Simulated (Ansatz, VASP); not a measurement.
**SiC: VASP beside Ansatz**

File INCAR:

```
ALGO = Normal ; EDIFF = 1E-7
ENCUT = 520 ; GGA = PE
ISIF = 2 ; ISMEAR = 0
LASPH = T ; LCHARG = T
LELF = T ; LREAL = F
LVHAR = T ; LWAVE = F
NBANDS = 36 ; NELM = 100
PREC = Accurate ; SIGMA = 0.05
```

File KPOINTS:

```
k-points
0
Gamma
  10 10 2
```

POSCAR

```
SiC
1.0
    2.1898640950     -2.1898640950      0.0000000000
    2.1898640950      0.0000000000     -2.1898640950
   12.2235579950     12.2235579950     12.2235579950
Si C
6 6
Direct
    1.0000000000      0.0000000000      0.2836320519
    0.3333333333      0.3333333333      0.1641979724
    0.6666666667      0.6666666667      0.4030661313
    1.0000000000      1.0000000000      0.6419342902
    0.3333333333      0.3333333333      0.5225002107
    0.6666666667      0.6666666667      0.0447638930
    0.6666666667      0.6666666667      0.3134905717
    0.0000000000      0.0000000000      0.1940564923
    0.3333333333      0.3333333333      0.4329246512
    0.6666666667      0.6666666667      0.6717928100
    0.0000000000      0.0000000000      0.5523587306
    0.3333333333      0.3333333333      0.0746224128
```

Input for Ansatz:

```yaml
crystal:
  lattice:
    - [2.189864095, -2.189864095, 0.0]
    - [2.189864095, 0.0, -2.189864095]
    - [12.223557995, 12.223557995, 12.223557995]
  atoms:
    - { symbol: Si, position: [1.0, 0.0, 0.2836320519] }
    - { symbol: Si, position: [0.3333333333, 0.3333333333, 0.1641979724] }
    - { symbol: Si, position: [0.6666666667, 0.6666666667, 0.4030661313] }
    - { symbol: Si, position: [1.0, 1.0, 0.6419342902] }
    - { symbol: Si, position: [0.3333333333, 0.3333333333, 0.5225002107] }
    - { symbol: Si, position: [0.6666666667, 0.6666666667, 0.044763893] }
    - { symbol: C, position: [0.6666666667, 0.6666666667, 0.3134905717] }
    - { symbol: C, position: [0.0, 0.0, 0.1940564923] }
    - { symbol: C, position: [0.3333333333, 0.3333333333, 0.4329246512] }
    - { symbol: C, position: [0.6666666667, 0.6666666667, 0.67179281] }
    - { symbol: C, position: [0.0, 0.0, 0.5523587306] }
    - { symbol: C, position: [0.3333333333, 0.3333333333, 0.0746224128] }
basis:
  ecutwfc: 420
kpoints:
  mp_grid: { grid: [10, 10, 2] }
hamiltonian:
  xc: pbe
scf:
  occupations: { method: gaussian, width: 0.05 }
output:
  forces: true
  stress: true
  eigenvalues: true
```

Alike in both runs: task single point; functional PBE; k mesh 10 × 10 × 2; occupations gaussian, width 0.05 eV; no spin polarisation.

|  | VASP | Ansatz |
| --- | --- | --- |
| version | VASP 6.6.1 | Ansatz 0.2.0 |
| potentials or method | VASP PAW PBE potentials, release 64 (Si, C), cutoff 520 eV | scalar-relativistic, plane waves, PAW |
| valence electrons in the cell | 48 | 48 |

|  | VASP | Ansatz | Ansatz less VASP |
| --- | --- | --- | --- |
| gap on the k mesh at the Fermi level (eV) | none | none | - |
| rms of the force components (eV/Å) | 0.675 | 0.675 | +0.0003 |

Atom by atom the forces differ by 0.004 eV/Å (rms over components). A gap of «none» marks a metal or a gap that the smearing closes.
